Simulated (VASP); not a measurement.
# W (Im-3m) in VASP: further runs, part 3 of 3

VASP 6.6.1. Earlier steps stand in the parts before.

### Step 4. Single point, PBE

This run uses another cell than the first one, of 16.15 Å³/atom, 1.020 times its volume.

The input, INCAR:

```
SYSTEM = W
PREC = Accurate
ENCUT = 520
EDIFF = 1E-6
ISMEAR = -1
SIGMA = 0.06122561905347299
LREAL = .False.
LASPH = .True.
NELM = 100
ALGO = Normal
ISIF = 2
LWAVE = .False.
LCHARG = .False.
GGA = PE
NBANDS = 13
```

The input, KPOINTS:

```
regular mesh
0
Gamma
  16 16 16
  0 0 0
```

The input, POSCAR:

```
W
1.0
   -1.5922416948      1.5922416948      1.5922416948
    1.5922416948     -1.5922416948      1.5922416948
    1.5922416948      1.5922416948     -1.5922416948
W
1
Direct
    0.0000000000      0.0000000000      0.0000000000
```

Potentials or basis: VASP PAW PBE potentials, release 64 (W_sv).

The run is started by

```bash
$ cat potpaw_PBE.64/W_sv/POTCAR > POTCAR
$ mpirun -np 1 vasp_std > vasp.out
```

OUTCAR:

```text
SYSTEM = W
   PREC = Accurate
   ENCUT = 520
   EDIFF = 1E-6
   ISMEAR = -1
   LREAL = .False.
   LASPH = .True.
   NELM = 100
   ISIF = 2
   GGA = PE

 ion  position               nearest neighbor table
   1  0.000  0.000  0.000-

  LATTYP: Found a body centered cubic cell.
 ALAT       =     3.1844833896

  Lattice vectors:

 A1 = (  -1.5922416948,   1.5922416948,   1.5922416948)
 A2 = (   1.5922416948,  -1.5922416948,   1.5922416948)
 A3 = (   1.5922416948,   1.5922416948,  -1.5922416948)

Analysis of symmetry for initial positions (statically):
=====================================================================
 Subroutine PRICEL returns:
 Original cell was already a primitive cell.

 Routine SETGRP: Setting up the symmetry group for a
 body centered cubic supercell.

 Subroutine GETGRP returns: Found 48 space group operations
 (whereof 48 operations were pure point group operations)
 out of a pool of 48 trial point group operations.

The static configuration has the point symmetry O_h .

Analysis of symmetry for dynamics (positions and initial velocities):
=====================================================================
 Subroutine PRICEL returns:
 Original cell was already a primitive cell.

 Routine SETGRP: Setting up the symmetry group for a
 body centered cubic supercell.

 Subroutine GETGRP returns: Found 48 space group operations
 (whereof 48 operations were pure point group operations)
 out of a pool of 48 trial point group operations.

The dynamic configuration has the point symmetry O_h .

 Subroutine INISYM returns: Found 48 space group operations
 (whereof 48 operations are pure point group operations),
 and found     1 'primitive' translations

----------------------------------------------------------------------------------------

                                     Primitive cell

  volume of cell :      16.1468

  direct lattice vectors                    reciprocal lattice vectors
    -1.592241695  1.592241695  1.592241695     0.000000000  0.314022677  0.314022677
     1.592241695 -1.592241695  1.592241695     0.314022677  0.000000000  0.314022677
     1.592241695  1.592241695 -1.592241695     0.314022677  0.314022677  0.000000000

  length of vectors
     2.757843513  2.757843513  2.757843513     0.444095129  0.444095129  0.444095129

  position of ions in fractional coordinates (direct lattice)
     0.000000000  0.000000000  0.000000000

  ion indices of the primitive-cell ions
   primitive index   ion index
                 1           1

----------------------------------------------------------------------------------------

 KPOINTS: regular mesh

Automatic generation of k-mesh.
 Grid dimensions read from file:
 generate k-points for:   16   16   16

 Generating k-lattice:

  Cartesian coordinates                     Fractional coordinates (reciprocal lattice)
     0.000000000  0.019626417  0.019626417     0.062500000  0.000000000  0.000000000
     0.019626417  0.000000000  0.019626417     0.000000000  0.062500000  0.000000000
     0.019626417  0.019626417  0.000000000     0.000000000  0.000000000  0.062500000

  Length of vectors
     0.027755946  0.027755946  0.027755946

  Shift w.r.t. Gamma in fractional coordinates (k-lattice)
     0.000000000  0.000000000  0.000000000

 Subroutine IBZKPT returns following result:
 ===========================================

 Found    145 irreducible k-points:

 Following reciprocal coordinates:
            Coordinates               Weight
  0.000000  0.000000  0.000000      1.000000
  0.062500  0.000000  0.000000     12.000000
  0.125000  0.000000  0.000000     12.000000
  0.187500  0.000000  0.000000     12.000000
  0.250000  0.000000  0.000000     12.000000
  0.312500  0.000000  0.000000     12.000000
[... 16 lines left out ...]
  0.187500  0.187500  0.000000     24.000000
  0.250000  0.187500 -0.000000     48.000000
 [... further k-points ...]
   k-points           NKPTS =    145   k-points in BZ     NKDIM =    145   number of bands    NBANDS=     13
   number of dos      NEDOS =    301   number of ions     NIONS =      1
   total plane-waves  NPLWV =  13824
   dimension x,y,z NGX =    24 NGY =   24 NGZ =   24
   dimension x,y,z NGXF=    48 NGYF=   48 NGZF=   48
   ions per type =               1
   NGX,Y,Z   is equivalent  to a cutoff of  14.47, 14.47, 14.47 a.u.
   NGXF,Y,Z  is equivalent  to a cutoff of  28.93, 28.93, 28.93 a.u.
 SYSTEM =  W
   PREC   = accura    normal or accurate (medium, high low for compatibility)
   ISTART =      0    job   : 0-new  1-cont  2-samecut
   ICHARG =      2    charge: 1-file 2-atom 10-const
   ISPIN  =      1    spin polarized calculation?
   LNONCOLLINEAR =      F non collinear calculations
   LSORBIT =      F    spin-orbit coupling
   LASPH  =      T    aspherical Exc in radial PAW
   ENCUT  =  520.0 eV  38.22 Ry    6.18 a.u.   5.13  5.13  5.13*2*pi/ulx,y,z
   NELM   =    100;   NELMIN=  2; NELMDL= -5     # of ELM steps
   EDIFF  = 0.1E-05   stopping-criterion for ELM
   LREAL  =      F    real-space projection
   EDIFFG = 0.1E-04   stopping-criterion for IOM
   NSW    =      0    number of steps for IOM
   IBRION =     -1    ionic relax: 0-MD 1-quasi-New 2-CG
   NFREE  =      0    steps in history (QN), initial steepest desc. (CG)
   ISIF   =      2    stress and relaxation
   ISYM   =      2    0-nonsym 1-usesym 2-fastsym
   POTIM  = 0.5000    time-step for ionic-motion
   TEBEG  =    0.0;   TEEND  =   0.0 temperature during run
   PSTRESS=    0.0 pullay stress
   NELECT =      14.0000    total number of electrons
   NUPDOWN=      -1.0000    fix difference up-down
   EMIN   =  10.00;   EMAX   =-10.00  energy-range for DOS
   EFERMI =   0.00;   METHOD = LEGACY
   ISMEAR =    -1;   SIGMA  =   0.06  broadening in eV -4-tet -1-fermi 0-gaus
   EFERMI_NEDOS =   21; number of points for ismear=-14 and -15
   IALGO  =     38    algorithm
   IMIX   =      4    mixing-type and parameters
     AMIX     =   0.40;   BMIX     =  1.00
     AMIX_MAG =   1.60;   BMIX_MAG =  1.00
  volume/ion in A,a.u.               =      16.15       108.96
  Fermi-wavevector in a.u.,A,eV,Ry     =   1.561068  2.949991 33.156495  2.436934
  Thomas-Fermi vector in A             =   2.664188
   LORBIT       =      0    0 simple, 1 ext, 2 COOP (PROOUT), +10 PAW based schemes
   GGA     = PE    functional components
   LHFCALC =     F    Hartree Fock is set to
   AEXX    =    0.0000 exact exchange contribution
   IVDW    =     0    specifies the selected vdW correction
   LEPSILON=     F    determine dielectric tensor
   LRPA    =     F    only Hartree local field effects (RPA)
 non-spin polarized calculation
  energy-cutoff  :      520.00
  volume of cell :       16.15
 maximum number of plane-waves:       466
 NGX is ok and might be reduce to    24
   NGX = 11   NGY = 11   NGZ = 11

 number of electron      14.0000002 magnetization

 Free energy of the ion-electron system (eV)
  ---------------------------------------------------
  ext. energy  EPLUGINS =         0.00000000
  ---------------------------------------------------
  free energy    TOTEN  =       -12.96037819 eV

  energy without entropy =      -12.95380837  energy(sigma->0) =      -12.95709328

 E-fermi :  11.2055     XC(G=0): -13.5362

 val. band max:       11.1974791576   @ k =  -0.2500   0.3125   0.1250
 cond. band min:      11.2184874907   @ k =  -0.3125   0.3125   0.1875
 fundamental gap:      0.0210083331
 Fermi energy:        11.2054709019

 k-point     1 :       0.0000    0.0000    0.0000
  band No.  band energies     occupation
      1     -63.0275      2.00000
      2     -26.6161      2.00000
      3     -26.6161      2.00000
      4     -26.6161      2.00000
      5       1.6434      2.00000
      6       9.9808      2.00000
      7       9.9808      2.00000
      8       9.9808      2.00000
      9      13.3972      0.00000
     10      13.3972      0.00000
     11      25.6528      0.00000
     12      25.6528      0.00000
     13      25.6528      0.00000
[... 353 lines left out ...]
 k-point    24 :       0.2500    0.1875   -0.0000
  band No.  band energies     occupation
      1     -62.9182      2.00000
      2     -27.5691      2.00000
      3     -27.0127      2.00000
      4     -26.7206      2.00000
      5       5.8968      2.00000
      6       8.1178      2.00000
      7       8.8913      2.00000
      8      12.7220      0.00000
      9      14.2143      0.00000
     10      16.3555      0.00000
     11      23.4344      0.00000
     12      26.2151      0.00000
     13      28.0796      0.00000

 [... further k-points ...]

------------------------ aborting loop because EDIFF is reached ----------------------------------------

  FORCE on cell =-STRESS in cart. coord.  units (eV):
  Direction    XX          YY          ZZ          XY          YZ          ZX
  --------------------------------------------------------------------------------------
  -------------------------------------------------------------------------------------
  Total        0.0054786      0.0054786      0.0054786     -0.0000000      0.0000000     -0.0000000
  in kB        0.5436191      0.5436191      0.5436191     -0.0000000      0.0000000     -0.0000000
  external PRESSURE =       0.5436191 kB  Pullay stress =       0.0000000 kB

 VOLUME and BASIS-vectors are now :
 -----------------------------------------------------------------------------
  energy-cutoff  :      520.00
  volume of cell :       16.15
      direct lattice vectors                 reciprocal lattice vectors
    -1.592241695  1.592241695  1.592241695     0.000000000  0.314022677  0.314022677
     1.592241695 -1.592241695  1.592241695     0.314022677  0.000000000  0.314022677
     1.592241695  1.592241695 -1.592241695     0.314022677  0.314022677  0.000000000

 POSITION                                       TOTAL-FORCE (eV/Angst)
 -----------------------------------------------------------------------------------
      0.00000      0.00000      0.00000        -0.000000      0.000000     -0.000000
 -----------------------------------------------------------------------------------
    total drift:                                0.000000      0.000000     -0.000000

  FREE ENERGIE OF THE ION-ELECTRON SYSTEM (eV)
  ---------------------------------------------------
  free  energy   TOTEN  =       -12.9603781890 eV

  energy  without entropy=      -12.9538083653  energy(sigma->0) =      -12.95709328
```

OSZICAR:

```text
N       E                     dE             d eps       ncg     rms          rms(c)
DAV:   1     0.844802066712E+02    0.84480E+02   -0.74547E+03  3802   0.122E+03
DAV:   2    -0.119649041384E+02   -0.96445E+02   -0.92701E+02  4310   0.317E+02
DAV:   3    -0.135896855661E+02   -0.16248E+01   -0.16203E+01  4080   0.396E+01
DAV:   4    -0.135964926994E+02   -0.68071E-02   -0.68070E-02  4200   0.283E+00
DAV:   5    -0.135965521501E+02   -0.59451E-04   -0.59451E-04  4160   0.248E-01    0.202E+01
DAV:   6    -0.130936705870E+02    0.50288E+00   -0.42560E-01  3930   0.871E+00    0.797E+00
DAV:   7    -0.129641960049E+02    0.12947E+00   -0.22204E-01  4165   0.598E+00    0.694E-01
DAV:   8    -0.129604972543E+02    0.36988E-02   -0.46682E-03  3845   0.898E-01    0.121E-01
DAV:   9    -0.129603846955E+02    0.11256E-03   -0.16683E-04  4290   0.162E-01    0.389E-02
DAV:  10    -0.129603776581E+02    0.70374E-05   -0.16640E-05  3990   0.557E-02    0.150E-03
DAV:  11    -0.129603781890E+02   -0.53090E-06   -0.38420E-07  2700   0.813E-03
   1 F= -.12960378E+02 E0= -.12957093E+02  d E =-.656982E-02
```

It took 34 s on 1 thread of Intel Xeon 8259CL, shared host; peak memory 0.16 GiB.

What came out:

```yaml
Free_energy: -12.9604 eV
Pressure: 0.1 GPa
Band_gap_on_the_k_mesh: zero (band 7 reaches 16.21 eV, above the bottom of band 8 at 9.98 eV)
```

Caveat: spin-orbit coupling is left out, which moves the levels of the heavy elements.

### Step 5. Single point, PBE

This run uses another cell than the first one, of 16.15 Å³/atom, 1.020 times its volume.

The input, INCAR:

```
PREC = Accurate
ENCUT = 520
EDIFF = 1E-6
ISMEAR = -1
SIGMA = 0.06122561905347299
LREAL = False
LASPH = True
NELM = 80
ALGO = Normal
ISIF = 2
LWAVE = False
LCHARG = False
GGA = PE
NBANDS = 13
```

The input, KPOINTS:

```
Automatic mesh
0
Gamma
  16 16 16
```

POSCAR is that of step 4.

The run is started by

```bash
$ cat potpaw_PBE.64/W_sv/POTCAR > POTCAR
$ mpirun -np 1 vasp_std > vasp.out
```

Run time: 39 s. Hardware: 1 thread of Intel Xeon 8259CL, shared host; peak memory 0.16 GiB.

Results (log left out):

```
Free energy            : -12.9604 eV
Pressure               : 0.1 GPa
Band gap on the k mesh : zero (band 7 reaches 16.21 eV, above the bottom of band 8 at 9.98 eV)
```

Levels at points of the mesh, in eV from the Fermi level:
| k point | band 3 | band 4 | band 5 | band 6 | band 7 | band 8 | band 9 | band 10 | band 11 | band 12 |
| --- | --- | --- | --- | --- | --- | --- | --- | --- | --- | --- |
| (0.00, 0.00, 0.00) | -37.82 | -37.82 | -9.56 | -1.22 | -1.22 | -1.22 | 2.19 | 2.19 | 14.45 | 14.45 |
| (0.50, 0.00, 0.00) | -38.22 | -37.83 | -6.18 | -3.51 | 0.59 | 2.07 | 3.03 | 5.96 | 10.76 | 11.41 |
| (0.50, 0.50, 0.50) | -38.67 | -38.67 | -5.71 | -5.71 | 5.01 | 5.01 | 5.01 | 8.07 | 8.07 | 8.07 |

Caveat: spin-orbit coupling is left out, which moves the levels of the heavy elements.

### Step 6. Single point, PBE

This run uses another cell than the first one, of 16.47 Å³/atom, 1.041 times its volume.

The input, INCAR:

```
SYSTEM = W
PREC = Accurate
ENCUT = 520
EDIFF = 1E-6
ISMEAR = -1
SIGMA = 0.06122561905347299
LREAL = .False.
LASPH = .True.
NELM = 100
ALGO = Normal
ISIF = 2
LWAVE = .False.
LCHARG = .False.
GGA = PE
NBANDS = 13
```

The input, KPOINTS:

```
regular mesh
0
Gamma
  16 16 16
  0 0 0
```

The input, POSCAR:

```
W
1.0
   -1.6027866491      1.6027866491      1.6027866491
    1.6027866491     -1.6027866491      1.6027866491
    1.6027866491      1.6027866491     -1.6027866491
W
1
Direct
    0.0000000000      0.0000000000      0.0000000000
```

Potentials or basis: VASP PAW PBE potentials, release 64 (W_sv).

The run is started by

```bash
$ cat potpaw_PBE.64/W_sv/POTCAR > POTCAR
$ mpirun -np 1 vasp_std > vasp.out
```

Wall time 42 s (1 thread of Intel Xeon 8259CL, shared host); peak memory 0.16 GiB.

It converged, with:

| Item | Value |
| --- | --- |
| Free energy | -12.9548 eV |
| Pressure | -5.7 GPa |
| Band gap on the k mesh | zero (band 7 reaches 15.79 eV, above the bottom of band 8 at 9.73 eV) |

Levels at points of the mesh, in eV from the Fermi level:
```
           k point  band 3  band 4  band 5  band 6  band 7  band 8  band 9  band 10  band 11  band 12
(0.00, 0.00, 0.00)  -37.87  -37.87   -9.44   -1.19   -1.19   -1.19    2.15     2.15    14.41    14.41
(0.50, 0.00, 0.00)  -38.24  -37.87   -6.05   -3.41    0.53    2.02    2.96     5.80    10.45    11.37
(0.50, 0.50, 0.50)  -38.67  -38.67   -5.55   -5.55    4.87    4.87    4.87     7.93     7.93     7.93
```

Caveat: spin-orbit coupling is left out, which moves the levels of the heavy elements.

### Step 7. Overview

| cell | gap on the mesh (eV) | pressure (GPa) |
| --- | --- | --- |
| a = 2.739 Å, angles 109.5°, 1 atom | none | 6.5 |
| a = 2.758 Å, angles 109.5°, 1 atom | none | 0.1 |
| a = 2.776 Å, angles 109.5°, 1 atom | none | -5.7 |

Alike in all rows: task single point; level PBE; potentials or basis VASP PAW PBE potentials, release 64 (W_sv); no spin polarisation; k mesh 16 × 16 × 16; cutoff (eV) 520; smearing fermi-dirac 0.0612256 eV.

Caveats: spin-orbit coupling is left out, which moves the levels of the heavy elements.

Total energies depend on the potentials used, so only differences within one code and one set of settings carry meaning.
